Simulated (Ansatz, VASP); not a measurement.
# TaSi2 in VASP and in Ansatz

```
Ta Si
1.0
     4.61816    0.00000    0.00000
    -2.30908    4.12314    0.00000
     0.00000    0.00000    6.55614
Ta Si
3 6
Direct
  0.50000 0.00000 0.00000
  0.50000 0.50000 0.66667
  0.00000 0.50000 0.33333
  0.15928 0.31857 0.00000
  0.84072 0.15928 0.66667
  0.68143 0.84072 0.33333
  0.84072 0.68143 0.00000
  0.15928 0.84072 0.66667
  0.31857 0.15928 0.33333
```

Change from the starting cell: strain -0.0300 x Voigt [1, 0, 0, 0, 0, 0], atoms carried along.

Alike in both runs: task single point; functional PBEsol; k mesh 12 × 12 × 6; occupations gaussian, width 0.15 eV; no spin polarisation.

|  | VASP | Ansatz |
| --- | --- | --- |
| version | VASP 6.6.1 | Ansatz 0.2.0 |
| potentials or method | VASP PAW PBE potentials, release 64 (Ta_pv, Si), cutoff 520 eV | scalar-relativistic, plane waves, PAW |
| valence electrons in the cell | 57 | 63 |

VASP gave:

```
gap on the k mesh at the Fermi level (eV)                     : none
pressure (GPa)                                                : 6.6
traceless stress, the component that is largest in VASP (GPa) : 6.75
rms of the force components (eV/Å)                            : 0.065
```

Q: Which values does Ansatz return?

A: gap on the k mesh at the Fermi level (eV): none; pressure (GPa): 6.2; traceless stress, the component that is largest in VASP (GPa): 6.77; rms of the force components (eV/Å): 0.065.

VASP's potentials were made for PBE, not for PBEsol. Atom by atom the forces differ by 0.001 eV/Å (rms over components). A gap of «none» marks a metal or a gap that the smearing closes. With one functional, cell and mesh, what is left measures potentials, basis and numerics. VASP's potentials hold 57 valence electrons a cell and Ansatz's 63, so a difference there can come from the potentials and not from the codes.

Neither program's run includes spin-orbit coupling.
